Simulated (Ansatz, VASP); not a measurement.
Two plane-wave programs on MgBCl5

```xyz
7
Lattice="4.0847 0.0000 0.0000 0.0000 4.0847 0.0000 0.0000 0.0000 8.3103" Properties=species:S:1:pos:R:3 pbc="T T T"
Mg    0.0000    0.0000    0.0000
B     0.0000    0.0000    4.1551
Cl    0.0000    2.0423    2.6699
Cl    0.0000    2.0423    5.6404
Cl    2.0423    0.0000    2.6699
Cl    2.0423    0.0000    5.6404
Cl    2.0423    2.0423    0.0000
```

Change from the starting cell: species swapped into the YIn5Rh type (P4/mmm, No. 123).

Alike in both runs: functional PBE; k mesh 10 × 10 × 6; occupations gaussian, width 0.1 eV; no spin polarisation.

Ansatz relaxed the structure, and its values are those at the end. VASP's run is a single point on that final structure, the one shown.

|  | VASP | Ansatz |
| --- | --- | --- |
| version | VASP 6.6.1 | Ansatz 0.2.0 |
| potentials or method | VASP PAW PBE potentials, release 64 (Mg, B, Cl), cutoff 520 eV | scalar-relativistic, plane waves, PAW |
| valence electrons in the cell | 40 | 48 |

```csv
,VASP,Ansatz,Ansatz less VASP
gap on the k mesh at the Fermi level (eV),none,none,-
pressure (GPa),-0.2,0.0,+0.15
rms of the force components (eV/Å),0.004,0.002,-0.0017
```

A gap of «none» marks a metal or a gap that the smearing closes. VASP's potentials hold 40 valence electrons a cell and Ansatz's 48, so a difference there can come from the potentials and not from the codes.
